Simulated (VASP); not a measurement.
# MoS2 (R-3m) in VASP: a series of runs

The runs below take MoS2 through single point, with PBEsol.

Everything below comes from runs of VASP 6.6.1. Logs are shortened: lines on timing, memory, paths and dates and some standing lists are left out, and cuts for length are marked.

## Step 1: The cell of the first run

The structure is trigonal, space group R-3m (No. 166). Conventional cell: a = 3.120 Å, b = 3.120 Å, c = 18.258 Å, α = 90.00°, β = 90.00°, γ = 120.00°. Within 3.2 Å of Mo (site symmetry -3m) lie 6 S at 2.41 Å and 6 Mo at 3.12 Å. Within 3.2 Å of S (site symmetry 3m) lie 3 Mo at 2.41 Å and 6 S at 3.12 Å.

## Step 2: Single point, PBEsol

File INCAR:

```
ALGO     = Normal         # electronic algorithm
EDIFF    = 1E-6           # SCF threshold, eV
ENCUT    = 520            # plane-wave cutoff, eV
GGA      = PS             # functional
ISIF     = 2              # what is computed and relaxed
ISMEAR   = 0              # smearing method
ISYM     = 0            
LASPH    = True           # aspherical terms in the spheres
LCHARG   = False          # write CHGCAR
LREAL    = False          # projectors in reciprocal space
LWAVE    = False          # write WAVECAR
NBANDS   = 20             # bands
NELM     = 80             # most SCF steps
PREC     = Accurate       # precision mode
SIGMA    = 0.1            # smearing width, eV
```

File KPOINTS:

```
k-points
0
Gamma
  11 6 13
```

File POSCAR:

```
MoS2
1.0
    3.1204069007      0.0000000000      0.0000000000
    0.0000000000      6.3470739332      0.0000000000
    1.5602034504     -0.7670415792      2.5912065984
Mo S
1 2
Direct
    0.0000000000      0.0000000000      0.0000000000
    0.2456433496      0.2630699513      0.5087133009
    0.7543566504      0.7369300487      0.4912866991
```

Potentials or basis: VASP PAW PBE potentials, release 64 (Mo_sv, S).

On the command line:

```sh
$ cat potpaw_PBE.64/Mo_sv/POTCAR potpaw_PBE.64/S/POTCAR > POTCAR
$ mpirun -np 1 vasp_std > vasp.out
```

OUTCAR:

```text
EDIFF = 1E-6
   ENCUT = 520
   GGA = PS
   ISIF = 2
   ISMEAR = 0
   ISYM = 0
   LASPH = True
   LREAL = False
   NELM = 80
   PREC = Accurate

 ion  position               nearest neighbor table
   1  0.000  0.000  0.000-   3 2.41   2 2.41   3 2.41   2 2.41   3 2.41   2 2.41
   2  0.246  0.263  0.509-   1 2.41   1 2.41   1 2.41
   3  0.754  0.737  0.491-   1 2.41   1 2.41   1 2.41

IMPORTANT INFORMATION: All symmetrisations will be switched off!
NOSYMM: (Re-)initialisation of all symmetry stuff for point group C_1.

----------------------------------------------------------------------------------------

                                     Primitive cell

  volume of cell :      51.3200

  direct lattice vectors                    reciprocal lattice vectors
     3.120406901  0.000000000  0.000000000     0.320471026  0.000000000 -0.192960299
     0.000000000  6.347073933  0.000000000     0.000000000  0.157552915  0.046638364
     1.560203450 -0.767041579  2.591206598     0.000000000  0.000000000  0.385920598

  length of vectors
     3.120406901  6.347073933  3.120406901     0.374079344  0.164310858  0.385920598

  position of ions in fractional coordinates (direct lattice)
     0.000000000  0.000000000  0.000000000
     0.245643350  0.263069951  0.508713301
     0.754356650  0.736930049  0.491286699

  ion indices of the primitive-cell ions
   primitive index   ion index
                 1           1
                 2           2
                 3           3

----------------------------------------------------------------------------------------

 KPOINTS: k-points

Automatic generation of k-mesh.
 Grid dimensions read from file:
 generate k-points for:   11    6   13

 Generating k-lattice:

  Cartesian coordinates                     Fractional coordinates (reciprocal lattice)
     0.029133730  0.000000000 -0.017541845     0.090909091  0.000000000  0.000000000
     0.000000000  0.026258819  0.007773061     0.000000000  0.166666667  0.000000000
     0.000000000  0.000000000  0.029686200     0.000000000  0.000000000  0.076923077

  Length of vectors
     0.034007213  0.027385143  0.029686200

  Shift w.r.t. Gamma in fractional coordinates (k-lattice)
     0.000000000  0.000000000  0.000000000

 -----------------------------------------------------------------------------
|                                                                             |
|           W    W    AA    RRRRR   N    N  II  N    N   GGGG   !!!           |
|           W    W   A  A   R    R  NN   N  II  NN   N  G    G  !!!           |
|           W    W  A    A  R    R  N N  N  II  N N  N  G       !!!           |
|           W WW W  AAAAAA  RRRRR   N  N N  II  N  N N  G  GGG   !            |
|           WW  WW  A    A  R   R   N   NN  II  N   NN  G    G                |
|           W    W  A    A  R    R  N    N  II  N    N   GGGG   !!!           |
|                                                                             |
|     Your reciprocal lattice and k-lattice belong to different lattice       |
|     classes:                                                                |
|                                                                             |
|        The reciprocal lattice is rhombohedral (trigonal),                   |
|        whereas your k-lattice is triclinic.                                 |
|                                                                             |
|     Results are often still useful ...                                      |
|                                                                             |
 -----------------------------------------------------------------------------

 WARNING: IBZKPT: internal override: KBLOWUP is changed to .FALSE.
      ... skipping the blow-up phase ...

 Subroutine IBZKPT returns following result:
 ===========================================

 Found    430 irreducible k-points:

 Following reciprocal coordinates:
            Coordinates               Weight
  0.000000  0.000000  0.000000      1.000000
  0.090909  0.000000  0.000000      2.000000
  0.181818  0.000000 -0.000000      2.000000
  0.272727  0.000000  0.000000      2.000000
  0.363636  0.000000  0.000000      2.000000
  0.454545  0.000000  0.000000      2.000000
[... 16 lines left out ...]
  0.454545  0.333333  0.000000      2.000000
 -0.454545  0.333333  0.000000      2.000000
 [... further k-points ...]
   k-points           NKPTS =    430   k-points in BZ     NKDIM =    430   number of bands    NBANDS=     20
   number of dos      NEDOS =    301   number of ions     NIONS =      3
   total plane-waves  NPLWV =  27648
   dimension x,y,z NGX =    24 NGY =   48 NGZ =   24
   dimension x,y,z NGXF=    48 NGYF=   96 NGZF=   48
   ions per type =               1   2
   NGX,Y,Z   is equivalent  to a cutoff of  12.79, 12.57, 12.79 a.u.
   NGXF,Y,Z  is equivalent  to a cutoff of  25.57, 25.14, 25.57 a.u.
 SYSTEM =  unknown system
   PREC   = accura    normal or accurate (medium, high low for compatibility)
   ISTART =      0    job   : 0-new  1-cont  2-samecut
   ICHARG =      2    charge: 1-file 2-atom 10-const
   ISPIN  =      1    spin polarized calculation?
   LNONCOLLINEAR =      F non collinear calculations
   LSORBIT =      F    spin-orbit coupling
   LASPH  =      T    aspherical Exc in radial PAW
   ENCUT  =  520.0 eV  38.22 Ry    6.18 a.u.   5.80 11.80  5.80*2*pi/ulx,y,z
   NELM   =     80;   NELMIN=  2; NELMDL= -5     # of ELM steps
   EDIFF  = 0.1E-05   stopping-criterion for ELM
   LREAL  =      F    real-space projection
   EDIFFG = 0.1E-04   stopping-criterion for IOM
   NSW    =      0    number of steps for IOM
   IBRION =     -1    ionic relax: 0-MD 1-quasi-New 2-CG
   NFREE  =      0    steps in history (QN), initial steepest desc. (CG)
   ISIF   =      2    stress and relaxation
   ISYM   =      0    0-nonsym 1-usesym 2-fastsym
   POTIM  = 0.5000    time-step for ionic-motion
   TEBEG  =    0.0;   TEEND  =   0.0 temperature during run
   PSTRESS=    0.0 pullay stress
   NELECT =      26.0000    total number of electrons
   NUPDOWN=      -1.0000    fix difference up-down
   EMIN   =  10.00;   EMAX   =-10.00  energy-range for DOS
   EFERMI =   0.00;   METHOD = LEGACY
   ISMEAR =     0;   SIGMA  =   0.10  broadening in eV -4-tet -1-fermi 0-gaus
   EFERMI_NEDOS =   21; number of points for ismear=-14 and -15
   IALGO  =     38    algorithm
   IMIX   =      4    mixing-type and parameters
     AMIX     =   0.40;   BMIX     =  1.00
     AMIX_MAG =   1.60;   BMIX_MAG =  1.00
  volume/ion in A,a.u.               =      17.11       115.44
  Fermi-wavevector in a.u.,A,eV,Ry     =   1.305080  2.466243 23.173889  1.703233
  Thomas-Fermi vector in A             =   2.435973
   LORBIT       =      0    0 simple, 1 ext, 2 COOP (PROOUT), +10 PAW based schemes
   GGA     = PS    functional components
   LHFCALC =     F    Hartree Fock is set to
   AEXX    =    0.0000 exact exchange contribution
   IVDW    =     0    specifies the selected vdW correction
   LEPSILON=     F    determine dielectric tensor
   LRPA    =     F    only Hartree local field effects (RPA)
 non-spin polarized calculation
 Gauss-broadening in eV      SIGMA  =   0.10
  energy-cutoff  :      520.00
  volume of cell :       51.32
 maximum number of plane-waves:      1397
   NGX = 11   NGY = 23   NGZ = 11

 number of electron      26.0000000 magnetization

 Free energy of the ion-electron system (eV)
  ---------------------------------------------------
  ext. energy  EPLUGINS =         0.00000000
  ---------------------------------------------------
  free energy    TOTEN  =       -22.64592164 eV

  energy without entropy =      -22.64165320  energy(sigma->0) =      -22.64378742

 E-fermi :   8.1423     XC(G=0): -11.2855

 val. band max:        8.1340105894   @ k =  -0.2727   0.0000   0.4615
 cond. band min:       8.1439296180   @ k =   0.1818   0.3333   0.3077
 fundamental gap:      0.0099190286
 Fermi energy:         8.1423151076

 k-point     1 :       0.0000    0.0000    0.0000
  band No.  band energies     occupation
      1     -53.4549      2.00000
      2     -27.5982      2.00000
      3     -27.4207      2.00000
      4     -27.4123      2.00000
      5      -7.0936      2.00000
      6      -5.4533      2.00000
[... 12 lines left out ...]
     19      14.9655      0.00000
     20      17.8866      0.00000

 k-point     2 :       0.0909    0.0000    0.0000
  band No.  band energies     occupation
      1     -53.4510      2.00000
      2     -27.5909      2.00000
      3     -27.4570      2.00000
      4     -27.4213      2.00000
      5      -6.9518      2.00000
      6      -5.4169      2.00000
[... 12 lines left out ...]
     19      15.4191      0.00000
     20      17.3618      0.00000

 k-point     3 :       0.1818    0.0000   -0.0000
  band No.  band energies     occupation
      1     -53.4406      2.00000
      2     -27.5716      2.00000
      3     -27.5547      2.00000
      4     -27.4439      2.00000
      5      -6.5514      2.00000
      6      -5.3084      2.00000
[... 12 lines left out ...]
     19      16.0749      0.00000
     20      17.4712      0.00000

 k-point     4 :       0.2727    0.0000    0.0000
  band No.  band energies     occupation
      1     -53.4269      2.00000
      2     -27.6814      2.00000
      3     -27.5455      2.00000
      4     -27.4731      2.00000
      5      -5.9841      2.00000
      6      -5.1179      2.00000
[... 429 lines left out ...]
 k-point    23 :       0.4545    0.3333    0.0000
  band No.  band energies     occupation
      1     -53.4069      2.00000
      2     -27.8623      2.00000
      3     -27.5158      2.00000
      4     -27.5074      2.00000
      5      -5.1475      2.00000
      6      -4.5320      2.00000
[... 12 lines left out ...]
     19      14.4565      0.00000
     20      15.4586      0.00000

 k-point    24 :      -0.4545    0.3333    0.0000
  band No.  band energies     occupation
      1     -53.4069      2.00000
      2     -27.8623      2.00000
      3     -27.5158      2.00000
      4     -27.5074      2.00000
      5      -5.2149      2.00000
      6      -4.4299      2.00000
[... 12 lines left out ...]
     19      13.8408      0.00000
     20      15.6862      0.00000

 [... further k-points ...]

------------------------ aborting loop because EDIFF is reached ----------------------------------------

  FORCE on cell =-STRESS in cart. coord.  units (eV):
  Direction    XX          YY          ZZ          XY          YZ          ZX
  --------------------------------------------------------------------------------------
  -------------------------------------------------------------------------------------
  Total       -0.0122383      0.0175779      0.0255001      0.0113565     -0.0497807      0.0118818
  in kB       -0.3820711      0.5487694      0.7960951      0.3545430     -1.5541197      0.3709412
  external PRESSURE =       0.3209311 kB  Pullay stress =       0.0000000 kB

 VOLUME and BASIS-vectors are now :
 -----------------------------------------------------------------------------
  energy-cutoff  :      520.00
  volume of cell :       51.32
      direct lattice vectors                 reciprocal lattice vectors
     3.120406901  0.000000000  0.000000000     0.320471026  0.000000000 -0.192960299
     0.000000000  6.347073933  0.000000000     0.000000000  0.157552915  0.046638364
     1.560203450 -0.767041579  2.591206598     0.000000000  0.000000000  0.385920598

 POSITION                                       TOTAL-FORCE (eV/Angst)
 -----------------------------------------------------------------------------------
      0.00000      0.00000      0.00000         0.000000      0.000000     -0.000000
      1.56020      1.27952      1.31818         0.001352     -0.000485     -0.006917
      3.12041      4.30051      1.27303        -0.001352      0.000485      0.006917
 -----------------------------------------------------------------------------------
    total drift:                                0.000000     -0.000000     -0.000000

  FREE ENERGIE OF THE ION-ELECTRON SYSTEM (eV)
  ---------------------------------------------------
  free  energy   TOTEN  =       -22.6459216407 eV

  energy  without entropy=      -22.6416532039  energy(sigma->0) =      -22.64378742
```

Run time: 2.5 min. Hardware: 1 thread of Intel Xeon Platinum 8488C (Sapphire Rapids), shared host; peak memory 0.47 GiB.

Results:

```yaml
Free_energy: -22.6459 eV
Pressure: 0.0 GPa
Largest_force: 0.007 eV/Å
Band_gap_on_the_k_mesh: zero (bands 13 and 14 overlap by 0.53 eV)
```

Forces on the atoms (eV/Å):
```
Mo   0.000  0.000  0.000
S    0.001  0.000 -0.007
S   -0.001  0.000  0.007
```

Caveat: the PAW data sets were made with another functional, which shifts forces and pressure a little; this functional lacks dispersion, which binds layers or chains, so the pressure and a relaxed spacing across them are unreliable.

## Step 3: Single point, PBEsol

This run uses another cell than the first one, of the same volume but with other edges.

File INCAR:

```
PREC = Accurate
ENCUT = 520
EDIFF = 1E-7
ISMEAR = 1
SIGMA = 0.1
LREAL = F
LASPH = T
NELM = 80
ALGO = Normal
ISIF = 2
LWAVE = F
LCHARG = T
GGA = PS
LELF = T
LVHAR = T
NBANDS = 20
```

File KPOINTS:

```
regular mesh
0
Gamma
  18 18 18
```

File POSCAR:

```
MoS2
1.0
    1.5602034504      0.9007838821      6.0860250660
   -1.5602034504      0.9007838821      6.0860250660
    0.0000000000     -1.8015677641      6.0860250660
Mo S
1 2
Direct
    0.0000000000      0.0000000000      0.0000000000
    0.7543566504      0.7543566504      0.7543566504
    0.2456433496      0.2456433496      0.2456433496
```

Potentials or basis: VASP PAW PBE potentials, release 64 (Mo_sv, S).

On the command line:

```sh
$ cat potpaw_PBE.64/Mo_sv/POTCAR potpaw_PBE.64/S/POTCAR > POTCAR
$ mpirun -np 1 vasp_std > vasp.out
```

It took 17 min on 1 thread of Intel Xeon Platinum 8488C (Sapphire Rapids), shared host; peak memory 0.73 GiB.

The run converged. Its results:

| Item | Value |
| --- | --- |
| Free energy | -22.6444 eV |
| Pressure | 0.0 GPa |
| Largest force | 0.007 eV/Å |
| Band gap on the k mesh | zero (bands 13 and 14 overlap by 0.49 eV) |

Forces on the atoms (eV/Å):
```
Mo   0.000  0.000  0.000
S    0.000  0.000  0.007
S    0.000  0.000 -0.007
```

Stress tensor (GPa, compression positive):
```
-0.04  0.00  0.00
 0.00 -0.04  0.00
 0.00  0.00  0.05
```

Levels at points of the mesh, in eV from the Fermi level:
```
           k point  band 11  band 12  band 13  band 14  band 15  band 16
(0.00, 0.00, 0.00)    -1.67    -0.84    -0.84     0.07     0.07     3.25
(0.50, 0.00, 0.00)    -2.78    -2.13    -1.32     1.39     2.13     3.19
(0.50, 0.50, 0.00)    -2.90    -2.52    -1.64     1.39     1.80     3.77
(0.50, 0.50, 0.50)    -0.82    -0.82    -0.26    -0.08    -0.08     3.40
```

Caveat: the PAW data sets were made with another functional, which shifts forces and pressure a little.

## Step 4: Single point, PBEsol

This run uses another cell than the first one: it holds 9 atoms, not 3.

File INCAR:

```
PREC = Accurate ; ENCUT = 520
EDIFF = 1E-6 ; ISMEAR = 0
SIGMA = 0.15 ; LREAL = F
LASPH = T ; NELM = 100
ALGO = Fast ; ISIF = 2
LWAVE = F ; LCHARG = F
GGA = PS ; NBANDS = 49
```

File KPOINTS:

```
Automatic mesh
0
Gamma
  17 17 3
```

File POSCAR:

```
MoS2
1.0
   -1.5602034497     -2.7023516451      0.0000000000
    1.5602034497     -2.7023516451      0.0000000000
    0.0000000000      0.0000000000     18.2580752127
Mo S
3 6
Direct
    0.3333333333      0.3333333333      0.3333333333
    0.6666666667      0.6666666667      0.6666666667
    0.0000000000      1.0000000000      0.0000000000
    1.0000000000      1.0000000000      0.7543566504
    0.3333333333      0.3333333333      0.0876899838
    0.6666666667      0.6666666667      0.4210233171
    1.0000000000      1.0000000000      0.2456433496
    0.3333333333      0.3333333333      0.5789766829
    0.6666666667      0.6666666667      0.9123100162
```

On the command line:

```sh
$ cat potpaw_PBE.64/Mo_sv/POTCAR potpaw_PBE.64/S/POTCAR > POTCAR
$ mpirun -np 1 vasp_std > vasp.out
```

Wall time 22 min (1 thread of Oxide Virtual Turin-like, shared host); peak memory 0.57 GiB.

The run converged. Its results:

```
Free energy            : -67.9465 eV
Pressure               : 0.0 GPa
Largest force          : 0.003 eV/Å
Band gap on the k mesh : zero (bands 39 and 40 overlap by 0.57 eV)
```

Forces in eV/Å, atoms in the order of the input:
```
Mo   0.000  0.000  0.000
Mo   0.000  0.000  0.000
Mo   0.000  0.000  0.000
S    0.000  0.000 -0.003
S    0.000  0.000 -0.003
S    0.000  0.000 -0.003
S    0.000  0.000  0.003
S    0.000  0.000  0.003
S    0.000  0.000  0.003
```

Levels at points of the mesh, in eV from the Fermi level:
| k point | band 37 | band 38 | band 39 | band 40 | band 41 | band 42 |
| --- | --- | --- | --- | --- | --- | --- |
| (0.00, 0.00, 0.00) | -0.80 | -0.39 | -0.39 | -0.01 | -0.01 | -0.01 |

Caveat: the PAW data sets were made with another functional, which shifts forces and pressure a little; this functional lacks dispersion, which binds layers or chains, so the pressure and a relaxed spacing across them are unreliable.

## Step 5: Overview

| cell | k mesh | smearing | gap on the mesh (eV) | pressure (GPa) | largest force (eV/Å) |
| --- | --- | --- | --- | --- | --- |
| a = 3.120, b = 6.347 Å, angles 104.2, 60.0, 90.0°, 3 atoms, atomic positions A | 11 × 6 × 13 | gaussian 0.1 eV | none | 0.0 | 0.01 |
| a = 6.347 Å, angles 28.5°, 3 atoms, atomic positions B | 18 × 18 × 18 | methfessel-paxton 0.1 eV | none | 0.0 | 0.01 |
| a = 3.120, b = 3.120, c = 18.258 Å, angles 90.0, 90.0, 60.0°, 9 atoms, atomic positions C | 17 × 17 × 3 | gaussian 0.15 eV | none | 0.0 | - |

Alike in all rows: task single point; level PBEsol; potentials or basis VASP PAW PBE potentials, release 64 (Mo_sv, S); no spin polarisation; cutoff (eV) 520.

Caveats: the PAW data sets were made with another functional, which shifts forces and pressure a little; this functional lacks dispersion, which binds layers or chains, so the pressure and a relaxed spacing across them are unreliable (at least some runs).

Total energies depend on the potentials used, so only differences within one code and one set of settings carry meaning.
